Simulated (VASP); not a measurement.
# Ga (Pm-3m) in VASP: notebook

Runs on Ga. Level: r2SCAN. Tasks: single point.

Program: VASP 6.6.1. These are calculated values, not measurements. Logs are shortened: lines on timing, memory, paths and dates and some standing lists are left out, and cuts for length are marked.

## 1. The cell of the first run

Symmetry: Pm-3m, No. 221, cubic system. Conventional cell: a = 3.848 Å, b = 3.848 Å, c = 3.848 Å, α = 90.00°, β = 90.00°, γ = 90.00°. Ga (site symmetry 4/mmm) has 8 Ga at 2.72 Å within 3.6 Å.

## 2. Single point, r2SCAN

POSCAR reads:

```
Ga
1.0
    3.8475132983      0.0000000000      0.0000000000
    0.0000000000      3.8475132983      0.0000000000
    0.0000000000      0.0000000000      3.8475132983
Ga
3
Direct
    0.5000000000      0.0000000000      0.5000000000
    0.0000000000      0.5000000000      0.5000000000
    0.5000000000      0.5000000000      0.0000000000
```

INCAR.step1 reads:

```
ALGO = Normal
EDIFF = 1E-4
ENCUT = 520
GGA = PE
ISMEAR = 0
LASPH = T
LCHARG = F
LREAL = F
LWAVE = T
NBANDS = 26
NELM = 60
PREC = Accurate
SIGMA = 0.1
```

INCAR.step2 reads:

```
ALGO = Normal
EDIFF = 1E-6
ENCUT = 520
ISIF = 2
ISMEAR = 0
ISTART = 1
LASPH = T
LCHARG = T
LELF = T
LMIXTAU = T
LREAL = F
LVHAR = T
LWAVE = F
METAGGA = R2SCAN
NBANDS = 26
NELM = 60
PREC = Accurate
SIGMA = 0.1
```

KPOINTS reads:

```
k-points
0
Gamma
  6 6 6
```

Potentials or basis: VASP PAW PBE potentials, release 64 (Ga_d).

The run is started by

```bash
> cat potpaw_PBE.64/Ga_d/POTCAR > POTCAR
> cp INCAR.step1 INCAR
> mpirun -np 1 vasp_std > vasp.out
> cp INCAR.step2 INCAR
> mpirun -np 1 vasp_std > vasp.out
```

OUTCAR:

```text
EDIFF = 1E-6
   ENCUT = 520
   ISIF = 2
   ISMEAR = 0
   ISTART = 1
   LASPH = T
   LREAL = F
   METAGGA = R2SCAN
   NELM = 60
   PREC = Accurate

 ion  position               nearest neighbor table
   1  0.500  0.000  0.500-   2 2.72   3 2.72   3 2.72   2 2.72   3 2.72   3 2.72   2 2.72   2 2.72

   2  0.000  0.500  0.500-   1 2.72   3 2.72   3 2.72   1 2.72   1 2.72   3 2.72   3 2.72   1 2.72

   3  0.500  0.500  0.000-   1 2.72   2 2.72   1 2.72   2 2.72   1 2.72   1 2.72   2 2.72   2 2.72

  LATTYP: Found a simple cubic cell.
 ALAT       =     3.8475132983

  Lattice vectors:

 A1 = (   3.8475132983,   0.0000000000,   0.0000000000)
 A2 = (   0.0000000000,   3.8475132983,   0.0000000000)
 A3 = (   0.0000000000,   0.0000000000,   3.8475132983)

Analysis of symmetry for initial positions (statically):
=====================================================================
 Subroutine PRICEL returns:
 Original cell was already a primitive cell.

 Routine SETGRP: Setting up the symmetry group for a
 simple cubic supercell.

 Subroutine GETGRP returns: Found 48 space group operations
 (whereof 48 operations were pure point group operations)
 out of a pool of 48 trial point group operations.

The static configuration has the point symmetry O_h .

Analysis of symmetry for dynamics (positions and initial velocities):
=====================================================================
 Subroutine PRICEL returns:
 Original cell was already a primitive cell.

 Routine SETGRP: Setting up the symmetry group for a
 simple cubic supercell.

 Subroutine GETGRP returns: Found 48 space group operations
 (whereof 48 operations were pure point group operations)
 out of a pool of 48 trial point group operations.

The dynamic configuration has the point symmetry O_h .

 Subroutine INISYM returns: Found 48 space group operations
 (whereof 48 operations are pure point group operations),
 and found     1 'primitive' translations

----------------------------------------------------------------------------------------

                                     Primitive cell

  volume of cell :      56.9561

  direct lattice vectors                    reciprocal lattice vectors
     3.847513298  0.000000000  0.000000000     0.259908134  0.000000000  0.000000000
     0.000000000  3.847513298  0.000000000     0.000000000  0.259908134  0.000000000
     0.000000000  0.000000000  3.847513298     0.000000000  0.000000000  0.259908134

  length of vectors
     3.847513298  3.847513298  3.847513298     0.259908134  0.259908134  0.259908134

  position of ions in fractional coordinates (direct lattice)
     0.500000000  0.000000000  0.500000000
     0.000000000  0.500000000  0.500000000
     0.500000000  0.500000000  0.000000000

  ion indices of the primitive-cell ions
   primitive index   ion index
                 1           1
                 2           2
                 3           3

----------------------------------------------------------------------------------------

 KPOINTS: k-points

Automatic generation of k-mesh.
 Grid dimensions read from file:
 generate k-points for:    6    6    6

 Generating k-lattice:

  Cartesian coordinates                     Fractional coordinates (reciprocal lattice)
     0.043318022  0.000000000  0.000000000     0.166666667  0.000000000  0.000000000
     0.000000000  0.043318022  0.000000000     0.000000000  0.166666667  0.000000000
     0.000000000  0.000000000  0.043318022     0.000000000  0.000000000  0.166666667

  Length of vectors
     0.043318022  0.043318022  0.043318022

  Shift w.r.t. Gamma in fractional coordinates (k-lattice)
     0.000000000  0.000000000  0.000000000

 Subroutine IBZKPT returns following result:
 ===========================================

 Found     20 irreducible k-points:

 Following reciprocal coordinates:
            Coordinates               Weight
  0.000000  0.000000  0.000000      1.000000
  0.166667  0.000000  0.000000      6.000000
  0.333333  0.000000  0.000000      6.000000
  0.500000  0.000000  0.000000      3.000000
  0.166667  0.166667  0.000000     12.000000
  0.333333  0.166667  0.000000     24.000000
[... 12 lines left out ...]
  0.500000  0.500000  0.333333      6.000000
  0.500000  0.500000  0.500000      1.000000
   k-points           NKPTS =     20   k-points in BZ     NKDIM =     20   number of bands    NBANDS=     26
   number of dos      NEDOS =    301   number of ions     NIONS =      3
   total plane-waves  NPLWV =  27000
   dimension x,y,z NGX =    30 NGY =   30 NGZ =   30
   dimension x,y,z NGXF=    60 NGYF=   60 NGZF=   60
   ions per type =               3
   NGX,Y,Z   is equivalent  to a cutoff of  12.96, 12.96, 12.96 a.u.
   NGXF,Y,Z  is equivalent  to a cutoff of  25.93, 25.93, 25.93 a.u.
 SYSTEM =  unknown system
   PREC   = accura    normal or accurate (medium, high low for compatibility)
   ISTART =      1    job   : 0-new  1-cont  2-samecut
   ICHARG =      0    charge: 1-file 2-atom 10-const
   ISPIN  =      1    spin polarized calculation?
   LNONCOLLINEAR =      F non collinear calculations
   LSORBIT =      F    spin-orbit coupling
   LASPH  =      T    aspherical Exc in radial PAW
   ENCUT  =  520.0 eV  38.22 Ry    6.18 a.u.   7.15  7.15  7.15*2*pi/ulx,y,z
   NELM   =     60;   NELMIN=  2; NELMDL=  0     # of ELM steps
   EDIFF  = 0.1E-05   stopping-criterion for ELM
   LREAL  =      F    real-space projection
   EDIFFG = 0.1E-04   stopping-criterion for IOM
   NSW    =      0    number of steps for IOM
   IBRION =     -1    ionic relax: 0-MD 1-quasi-New 2-CG
   NFREE  =      0    steps in history (QN), initial steepest desc. (CG)
   ISIF   =      2    stress and relaxation
   ISYM   =      2    0-nonsym 1-usesym 2-fastsym
   POTIM  = 0.5000    time-step for ionic-motion
   TEBEG  =    0.0;   TEEND  =   0.0 temperature during run
   PSTRESS=    0.0 pullay stress
   NELECT =      39.0000    total number of electrons
   NUPDOWN=      -1.0000    fix difference up-down
   EMIN   =  10.00;   EMAX   =-10.00  energy-range for DOS
   EFERMI =   0.00;   METHOD = LEGACY
   ISMEAR =     0;   SIGMA  =   0.10  broadening in eV -4-tet -1-fermi 0-gaus
   EFERMI_NEDOS =   21; number of points for ismear=-14 and -15
   IALGO  =     38    algorithm
   IMIX   =      4    mixing-type and parameters
     AMIX     =   0.40;   BMIX     =  1.00
     AMIX_MAG =   1.60;   BMIX_MAG =  1.00
  volume/ion in A,a.u.               =      18.99       128.12
  Fermi-wavevector in a.u.,A,eV,Ry     =   1.442944  2.726769 28.328531  2.082088
  Thomas-Fermi vector in A             =   2.561408
   LORBIT       =      0    0 simple, 1 ext, 2 COOP (PROOUT), +10 PAW based schemes
   METAGGA = R2SCAN    functional components
   LHFCALC =     F    Hartree Fock is set to
   AEXX    =    0.0000 exact exchange contribution
   IVDW    =     0    specifies the selected vdW correction
   LEPSILON=     F    determine dielectric tensor
   LRPA    =     F    only Hartree local field effects (RPA)
 non-spin polarized calculation
 Gauss-broadening in eV      SIGMA  =   0.10
  energy-cutoff  :      520.00
  volume of cell :       56.96
 maximum number of plane-waves:      1568
 NGX is ok and might be reduce to    30
   NGX = 15   NGY = 15   NGZ = 15

 number of electron      39.0000010 magnetization

 Free energy of the ion-electron system (eV)
  ---------------------------------------------------
  ext. energy  EPLUGINS =         0.00000000
  ---------------------------------------------------
  free energy    TOTEN  =       -34.03322392 eV

  energy without entropy =      -34.02872408  energy(sigma->0) =      -34.03097400

 E-fermi :   5.1768     XC(G=0): -11.8901

 val. band max:        5.1316422148   @ k =   0.5000   0.1667   0.1667
 cond. band min:       5.2609174433   @ k =   0.5000   0.5000   0.1667
 fundamental gap:      0.1292752285
 Fermi energy:         5.1768314817

 k-point     1 :       0.0000    0.0000    0.0000
  band No.  band energies     occupation
      1     -10.6786      2.00000
      2     -10.6225      2.00000
      3     -10.6225      2.00000
      4     -10.6225      2.00000
      5     -10.4454      2.00000
      6     -10.4454      2.00000
[... 18 lines left out ...]
     25      12.8411      0.00000
     26      15.8321      0.00000

 k-point     2 :       0.1667    0.0000    0.0000
  band No.  band energies     occupation
      1     -10.6391      2.00000
      2     -10.6140      2.00000
      3     -10.5845      2.00000
      4     -10.5845      2.00000
      5     -10.4373      2.00000
      6     -10.4147      2.00000
[... 18 lines left out ...]
     25      11.5813      0.00000
     26      14.1675      0.00000

 k-point     3 :       0.3333    0.0000    0.0000
  band No.  band energies     occupation
      1     -10.5959      2.00000
      2     -10.5455      2.00000
      3     -10.4776      2.00000
      4     -10.4776      2.00000
      5     -10.4185      2.00000
      6     -10.3388      2.00000
[... 18 lines left out ...]
     25      11.9635      0.00000
     26      13.9016      0.00000

 k-point     4 :       0.5000    0.0000    0.0000
  band No.  band energies     occupation
      1     -10.5862      2.00000
      2     -10.4870      2.00000
      3     -10.3989      2.00000
      4     -10.3525      2.00000
      5     -10.3525      2.00000
      6     -10.2856      2.00000
[... 18 lines left out ...]
     25      10.6880      0.00000
     26      15.7257      0.00000
[... 380 lines left out ...]
      1     -10.5342      2.00000
      2     -10.4892      2.00000
      3     -10.4590      2.00000
      4     -10.4149      2.00000
      5     -10.4086      2.00000
      6     -10.3934      2.00000
[... 18 lines left out ...]
     25      16.4723      0.00000
     26      17.0315      0.00000

 k-point    19 :       0.5000    0.5000    0.3333
  band No.  band energies     occupation
      1     -10.5146      2.00000
      2     -10.5121      2.00000
      3     -10.5121      2.00000
      4     -10.4399      2.00000
      5     -10.3952      2.00000
      6     -10.3952      2.00000
[... 18 lines left out ...]
     25      17.7570      0.00000
     26      17.7570      0.00000

 k-point    20 :       0.5000    0.5000    0.5000
  band No.  band energies     occupation
      1     -10.5379      2.00000
      2     -10.5379      2.00000
      3     -10.5379      2.00000
      4     -10.4623      2.00000
      5     -10.4006      2.00000
      6     -10.4006      2.00000
[... 18 lines left out ...]
     25      18.9685      0.00000
     26      20.1130      0.00000

------------------------ aborting loop because EDIFF is reached ----------------------------------------

  FORCE on cell =-STRESS in cart. coord.  units (eV):
  Direction    XX          YY          ZZ          XY          YZ          ZX
  --------------------------------------------------------------------------------------
  -------------------------------------------------------------------------------------
  Total        0.0640508      0.0640508      0.0640508      0.0000000      0.0000000     -0.0000000
  in kB        1.8017522      1.8017522      1.8017522      0.0000000      0.0000000     -0.0000000
  external PRESSURE =       1.8017522 kB  Pullay stress =       0.0000000 kB

 VOLUME and BASIS-vectors are now :
 -----------------------------------------------------------------------------
  energy-cutoff  :      520.00
  volume of cell :       56.96
      direct lattice vectors                 reciprocal lattice vectors
     3.847513298  0.000000000  0.000000000     0.259908134  0.000000000  0.000000000
     0.000000000  3.847513298  0.000000000     0.000000000  0.259908134  0.000000000
     0.000000000  0.000000000  3.847513298     0.000000000  0.000000000  0.259908134

 POSITION                                       TOTAL-FORCE (eV/Angst)
 -----------------------------------------------------------------------------------
      1.92376      0.00000      1.92376         0.000000      0.000000      0.000000
      0.00000      1.92376      1.92376         0.000000      0.000000      0.000000
      1.92376      1.92376      0.00000         0.000000      0.000000      0.000000
 -----------------------------------------------------------------------------------
    total drift:                                0.000000      0.000000     -0.000000

  FREE ENERGIE OF THE ION-ELECTRON SYSTEM (eV)
  ---------------------------------------------------
  free  energy   TOTEN  =       -34.0332239230 eV

  energy  without entropy=      -34.0287240828  energy(sigma->0) =      -34.03097400
```

It took 68 s on 1 thread of AMD EPYC 9R14 (Zen 4), shared host; peak memory 0.15 GiB.

Results:

```yaml
Free_energy: -34.0332 eV
Pressure: 0.2 GPa
```

Caveat: the PAW data sets were made with another functional, which shifts forces and pressure a little.

## 3. Single point, r2SCAN

This run uses another cell than the first one, of 19.06 Å³/atom, 1.004 times its volume.

POSCAR reads:

```
Ga
1.0
    3.8525683648      0.0000000000      0.0000000000
    0.0000000000      3.8525683648      0.0000000000
    0.0000000000      0.0000000000      3.8525683648
Ga
3
Direct
    0.5000000000      0.0000000000      0.5000000000
    0.0000000000      0.5000000000      0.5000000000
    0.5000000000      0.5000000000      0.0000000000
```

INCAR.step1 reads:

```
PREC = Accurate ; ENCUT = 520
ISMEAR = 0 ; SIGMA = 0.1
LREAL = False ; LASPH = True
NELM = 60 ; NBANDS = 26
GGA = PE ; ALGO = Normal
EDIFF = 1E-4 ; LWAVE = True
LCHARG = False
```

INCAR.step2 reads:

```
PREC = Accurate ; ENCUT = 520
EDIFF = 1E-7 ; ISMEAR = 0
SIGMA = 0.1 ; LREAL = False
LASPH = True ; NELM = 60
ALGO = Normal ; ISIF = 2
LWAVE = False ; LCHARG = False
METAGGA = R2SCAN ; LMIXTAU = True
NBANDS = 26 ; ISTART = 1
```

KPOINTS reads:

```
regular mesh
0
Gamma
  10 10 10
```

Potentials or basis: VASP PAW PBE potentials, release 64 (Ga_d).

The run is started by

```bash
> cat potpaw_PBE.64/Ga_d/POTCAR > POTCAR
> cp INCAR.step1 INCAR
> mpirun -np 1 vasp_std > vasp.out
> cp INCAR.step2 INCAR
> mpirun -np 1 vasp_std > vasp.out
```

It took 3 min on 1 thread of AMD EPYC 9R14 (Zen 4), shared host; peak memory 0.18 GiB.

It converged, with:

- Free energy: -33.9957 eV
- Pressure: 0.2 GPa

Levels at points of the mesh, in eV from the Fermi level:
| k point | band 16 | band 17 | band 18 | band 19 | band 20 | band 21 | band 22 | band 23 |
| --- | --- | --- | --- | --- | --- | --- | --- | --- |
| (0.00, 0.00, 0.00) | -11.82 | -1.65 | -1.65 | -1.65 | -0.60 | -0.60 | 3.94 | 7.63 |
| (0.50, 0.00, 0.00) | -9.89 | -8.14 | 0.28 | 0.28 | 0.82 | 2.90 | 2.90 | 3.15 |
| (0.50, 0.50, 0.00) | -7.76 | -6.47 | -6.47 | -3.50 | 2.93 | 3.77 | 3.77 | 3.88 |
| (0.50, 0.50, 0.50) | -5.24 | -4.51 | -4.51 | -4.51 | -2.66 | -2.66 | -2.66 | 3.32 |

Caveat: the PAW data sets were made with another functional, which shifts forces and pressure a little.
